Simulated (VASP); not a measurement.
# Si16O (a cell with a defect) in VASP: further runs, part 2 of 2

VASP 6.6.1. The steps go on from the part before.

**3. Single point, PBE, collinear spin, zero start**

Contents of INCAR:

```
SYSTEM = Si16O
PREC = Accurate
ENCUT = 520
EDIFF = 1E-6
ISMEAR = 0
SIGMA = 0.05
LREAL = Auto
LASPH = .True.
NELM = 150
ALGO = Normal
ISIF = 2
LWAVE = .False.
LCHARG = .False.
ISPIN = 2
MAGMOM = 0 0 0 0 0 0 0 0 0 0 0 0 0 0 0 0 0
LORBIT = 11
GGA = PE
NBANDS = 53
```

Contents of KPOINTS:

```
regular mesh
0
Gamma
  2 2 2
  0 0 0
```

Contents of POSCAR:

```
Si16O
1.0
    0.0000000000      5.4300000000      5.4300000000
    5.4300000000      0.0000000000      5.4300000000
    5.4300000000      5.4300000000      0.0000000000
Si O
16 1
Direct
   -0.0021250460      0.0159088398     -0.0028239411
    0.1207950276      0.1778029466      0.0855974217
    0.0090299263      0.0470824125      0.4565956722
    0.1254325967      0.1291504604      0.6236539595
   -0.0047564457      0.5491776243     -0.0280505525
    0.1278508287      0.6403642726      0.1217850829
    0.0003629834      0.4986025783      0.4977779006
    0.1688545120      0.5777233886      0.6153128913
    0.4957554328     -0.0002508287      0.0009419890
    0.6238455801      0.1248879374      0.1225457643
    0.5014354512     -0.0155238490      0.4968207182
    0.6528852670      0.0735753223      0.6297244936
    0.5021058011      0.4994076427      0.0000155617
    0.6239321363      0.6239104052      0.1284838858
    0.5400058011      0.4451617864      0.5033875691
    0.6268965930      0.6089352670      0.6259372928
    0.1913692449      0.8125585635      0.4363570902
```

Potentials or basis: VASP PAW PBE potentials, release 64 (Si, O).

Run with:

```bash
$ cat potpaw_PBE.64/Si/POTCAR potpaw_PBE.64/O/POTCAR > POTCAR
$ mpirun -np 1 vasp_std > vasp.out
```

Run time: 15 min. Hardware: 1 thread of Intel Xeon 8259CL, shared host; peak memory 0.71 GiB.

Results (log left out):

- Free energy: -92.6954 eV
- Pressure: 4.3 GPa
- Largest force: 0.067 eV/Å
- Band gap on the k mesh: 0.49 eV
- Net moment: 0.00 μB per cell
- Valence electrons inside the program's atomic spheres: Si 1.69, 1.71, 1.72, 1.68, 1.70 (each value once); O 5.17

Forces in eV/Å, atoms in the order of the input:
```
Si  -0.005  0.000  0.005
Si  -0.001 -0.013 -0.015
Si   0.048 -0.038  0.026
Si  -0.004 -0.005 -0.003
Si  -0.001  0.006  0.007
Si   0.006  0.007  0.008
Si   0.003  0.007  0.001
Si  -0.025  0.037 -0.049
Si  -0.002  0.013 -0.004
Si   0.004  0.004  0.002
Si  -0.006 -0.008 -0.006
Si  -0.004 -0.008  0.005
Si  -0.002 -0.008 -0.007
Si   0.005 -0.004 -0.001
Si   0.017  0.008  0.001
Si  -0.007  0.003  0.004
O   -0.028 -0.001  0.024
```

Stress tensor (GPa, compression positive):
```
 4.25 -1.13  1.49
-1.13  4.55 -1.18
 1.49 -1.18  4.23
```

Levels at points of the mesh, in eV from the valence-band top:
Spin up:
```
           k point  band 32  band 33  band 34  band 35  band 36  band 37  band 38  band 39
(0.00, 0.00, 0.00)    -0.92    -0.32    -0.06     0.00     0.49     0.79     0.82     0.99
(0.50, 0.00, 0.00)    -1.21    -0.80    -0.62    -0.54     1.32     1.43     1.59     1.71
(0.00, 0.50, 0.00)    -0.75    -0.67    -0.66    -0.06     1.15     1.46     1.55     1.57
(0.00, 0.00, 0.50)    -1.22    -0.79    -0.61    -0.55     1.32     1.43     1.59     1.71
(0.50, 0.50, 0.50)    -1.23    -0.76    -0.63    -0.56     1.20     1.48     1.61     1.67
(0.50, 0.50, 0.00)    -1.43    -1.26    -1.18    -0.48     1.27     1.47     2.33     2.40
(0.00, 0.50, 0.50)    -1.43    -1.26    -1.18    -0.52     1.28     1.47     2.33     2.41
(0.50, 0.00, 0.50)    -1.36    -1.33    -1.02    -0.94     1.42     1.48     2.31     2.41
```
Spin down:
```
           k point  band 32  band 33  band 34  band 35  band 36  band 37  band 38  band 39
(0.00, 0.00, 0.00)    -0.92    -0.32    -0.06     0.00     0.49     0.79     0.82     0.99
(0.50, 0.00, 0.00)    -1.21    -0.80    -0.62    -0.54     1.32     1.43     1.59     1.71
(0.00, 0.50, 0.00)    -0.75    -0.67    -0.66    -0.06     1.15     1.46     1.55     1.57
(0.00, 0.00, 0.50)    -1.22    -0.79    -0.61    -0.55     1.32     1.43     1.59     1.71
(0.50, 0.50, 0.50)    -1.23    -0.76    -0.63    -0.56     1.20     1.48     1.61     1.67
(0.50, 0.50, 0.00)    -1.43    -1.26    -1.18    -0.48     1.27     1.47     2.33     2.40
(0.00, 0.50, 0.50)    -1.43    -1.26    -1.18    -0.52     1.28     1.47     2.33     2.41
(0.50, 0.00, 0.50)    -1.36    -1.33    -1.02    -0.94     1.42     1.48     2.31     2.41
```

Caveat: the k points lie up to 0.50 Å⁻¹ apart; semilocal functionals underestimate gaps, and a narrow one can read as zero.

**4. Single point, PBE, collinear spin, zero start**

Contents of INCAR:

```
ALGO = Normal
EDIFF = 1E-6
ENCUT = 520
GGA = PE
ISIF = 2
ISMEAR = 0
ISPIN = 2
LASPH = True
LCHARG = False
LORBIT = 11
LREAL = Auto
LWAVE = False
MAGMOM = 0 0 0 0 0 0 0 0 0 0 0 0 0 0 0 0 0
NBANDS = 53
NELM = 150
PREC = Accurate
SIGMA = 0.05
```

Contents of KPOINTS:

```
k-points
0
Gamma
  2 2 2
```

Contents of POSCAR:

```
Si16O
1.0
    0.0000000000      5.4300000000      5.4300000000
    5.4300000000      0.0000000000      5.4300000000
    5.4300000000      5.4300000000      0.0000000000
Si O
16 1
Direct
    0.0038345304     -0.0003595764      0.0006638122
    0.1161170350      0.1774107735      0.0857824125
   -0.0125739411      0.0470706262      0.4567037753
    0.1443533149      0.0738689687      0.6291846225
   -0.0172028545      0.5488505525     -0.0268201657
    0.1231755985      0.6239750460      0.1290923573
    0.0108357274      0.4453988950      0.5039937385
    0.1370405157      0.5775587477      0.6167103131
    0.4893399632      0.0158290976     -0.0029254144
    0.6289324125      0.1251550645      0.1221526703
    0.5179335175     -0.0153327808      0.4964025783
    0.6218705341      0.1295488029      0.6235287293
    0.4979592081      0.4996628913      0.0005709945
    0.6091604972      0.6403525783      0.1228498158
    0.5020783610      0.4990218232      0.4988772560
    0.6376837937      0.6091333333      0.6265712707
    0.0585427256      0.8122694291      0.4379335175
```

Run with:

```bash
$ cat potpaw_PBE.64/Si/POTCAR potpaw_PBE.64/O/POTCAR > POTCAR
$ mpirun -np 1 vasp_std > vasp.out
```

Wall time 16 min (1 thread of Intel Xeon 8259CL, shared host); peak memory 0.71 GiB.

Results (log left out):

```
Free energy                                           : -92.6955 eV
Pressure                                              : 4.4 GPa
Largest force                                         : 0.076 eV/Å
Band gap on the k mesh                                : 0.49 eV
Net moment                                            : 0.00 μB per cell
Valence electrons inside the program's atomic spheres : Si 1.68, 1.71, 1.69, 1.72, 1.70 (each value once); O 5.18
```

Forces in eV/Å, atoms in the order of the input:
```
Si   0.008 -0.004  0.002
Si  -0.003  0.006  0.009
Si   0.056 -0.024  0.046
Si   0.001  0.008 -0.001
Si   0.001  0.005 -0.009
Si   0.001  0.003 -0.001
Si   0.005  0.001 -0.013
Si  -0.027  0.057 -0.039
Si  -0.001 -0.008 -0.001
Si   0.003  0.007 -0.003
Si   0.004 -0.003 -0.006
Si   0.001  0.000  0.005
Si  -0.005  0.007  0.002
Si   0.006 -0.004 -0.002
Si  -0.008  0.004 -0.006
Si  -0.007 -0.009  0.003
O   -0.036 -0.048  0.011
```

Stress tensor (GPa, compression positive):
```
 4.27 -1.50  1.14
-1.50  4.26 -1.19
 1.14 -1.19  4.57
```

Levels at points of the mesh, in eV from the valence-band top:
Spin up:
| k point | band 31 | band 32 | band 33 | band 34 | band 35 | band 36 | band 37 | band 38 | band 39 | band 40 |
| --- | --- | --- | --- | --- | --- | --- | --- | --- | --- | --- |
| (0.00, 0.00, 0.00) | -0.96 | -0.92 | -0.32 | -0.06 | 0.00 | 0.49 | 0.79 | 0.82 | 0.99 | 1.18 |
| (0.50, 0.00, 0.00) | -1.47 | -1.22 | -0.76 | -0.63 | -0.56 | 1.21 | 1.47 | 1.61 | 1.67 | 1.73 |
| (0.00, 0.50, 0.00) | -1.41 | -0.75 | -0.67 | -0.66 | -0.06 | 1.15 | 1.46 | 1.54 | 1.56 | 1.72 |
| (0.00, 0.00, 0.50) | -1.44 | -1.22 | -0.79 | -0.61 | -0.55 | 1.32 | 1.43 | 1.60 | 1.71 | 1.79 |
| (0.50, 0.50, 0.50) | -1.45 | -1.21 | -0.80 | -0.62 | -0.54 | 1.32 | 1.43 | 1.59 | 1.71 | 1.80 |
| (0.50, 0.50, 0.00) | -1.44 | -1.36 | -1.33 | -1.02 | -0.94 | 1.42 | 1.48 | 2.31 | 2.41 | 2.55 |
| (0.00, 0.50, 0.50) | -1.50 | -1.43 | -1.26 | -1.18 | -0.52 | 1.28 | 1.47 | 2.33 | 2.41 | 2.51 |
| (0.50, 0.00, 0.50) | -1.50 | -1.43 | -1.27 | -1.18 | -0.47 | 1.27 | 1.47 | 2.33 | 2.40 | 2.51 |
Spin down:
```tsv
k point	band 31	band 32	band 33	band 34	band 35	band 36	band 37	band 38	band 39	band 40
(0.00, 0.00, 0.00)	-0.96	-0.92	-0.32	-0.06	0.00	0.49	0.79	0.82	0.99	1.18
(0.50, 0.00, 0.00)	-1.47	-1.22	-0.76	-0.63	-0.56	1.21	1.47	1.61	1.67	1.73
(0.00, 0.50, 0.00)	-1.41	-0.75	-0.67	-0.66	-0.06	1.15	1.46	1.54	1.56	1.72
(0.00, 0.00, 0.50)	-1.44	-1.22	-0.79	-0.61	-0.55	1.32	1.43	1.60	1.71	1.79
(0.50, 0.50, 0.50)	-1.45	-1.21	-0.80	-0.62	-0.54	1.32	1.43	1.59	1.71	1.80
(0.50, 0.50, 0.00)	-1.44	-1.36	-1.33	-1.02	-0.94	1.42	1.48	2.31	2.41	2.55
(0.00, 0.50, 0.50)	-1.50	-1.43	-1.26	-1.18	-0.52	1.28	1.47	2.33	2.41	2.51
(0.50, 0.00, 0.50)	-1.50	-1.43	-1.27	-1.18	-0.47	1.27	1.47	2.33	2.40	2.51
```

Caveat: the k points lie up to 0.50 Å⁻¹ apart; semilocal functionals underestimate gaps, and a narrow one can read as zero.

**5. Summary**

```tsv
spin	cell	gap on the mesh (eV)	pressure (GPa)	moment (μB)	largest force (eV/Å)
collinear, ferromagnetic start	as given, atomic positions A	0.49	4.3	0.00	0.07
collinear, zero start	as given, atomic positions A	0.49	4.3	0.00	0.07
collinear, zero start	as given, atomic positions B	0.49	4.4	0.00	0.08
```

Alike in all rows: task single point; level PBE; potentials or basis VASP PAW PBE potentials, release 64 (Si, O); k mesh 2 × 2 × 2; cutoff (eV) 520; smearing gaussian 0.05 eV.

Caveats: all runs use coarse meshes; semilocal functionals underestimate gaps, and a narrow one can read as zero.

Total energies depend on the potentials used, so only differences within one code and one set of settings carry meaning.
